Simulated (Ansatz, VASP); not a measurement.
# MgO in VASP and in Ansatz

```xyz
4
Lattice="3.6548 0.0000 0.0000 -1.8274 3.1651 0.0000 0.0000 0.0000 4.0612" Properties=species:S:1:pos:R:3 pbc="T T T"
Mg    1.8274    1.0550    3.0459
Mg    0.0000    2.1101    1.0153
O     1.8274    1.0550    1.0153
O     0.0000    2.1101    3.0459
```

Alike in both runs: task single point; functional PBE; k mesh 9 × 9 × 6; occupations gaussian, width 0.05 eV; no spin polarisation.

|  | VASP | Ansatz |
| --- | --- | --- |
| version | VASP 6.6.1 | Ansatz 0.2.0 |
| potentials or method | VASP PAW PBE potentials, release 64 (Mg, O), cutoff 520 eV | scalar-relativistic, plane waves, PAW |
| valence electrons in the cell | 16 | 32 |

|  | VASP | Ansatz | Ansatz less VASP |
| --- | --- | --- | --- |
| gap on the k mesh at the Fermi level (eV) | 3.23 | 3.25 | +0.019 |
| least direct gap on the mesh (eV) | 3.23 | 3.25 | +0.019 |
| pressure (GPa) | -2.3 | -1.8 | +0.57 |
| traceless stress, the component that is largest in VASP (GPa) | 7.95 | 7.99 | +0.042 |

With one functional, cell and mesh, what is left measures potentials, basis and numerics. VASP's potentials hold 16 valence electrons a cell and Ansatz's 32, so a difference there can come from the potentials and not from the codes.
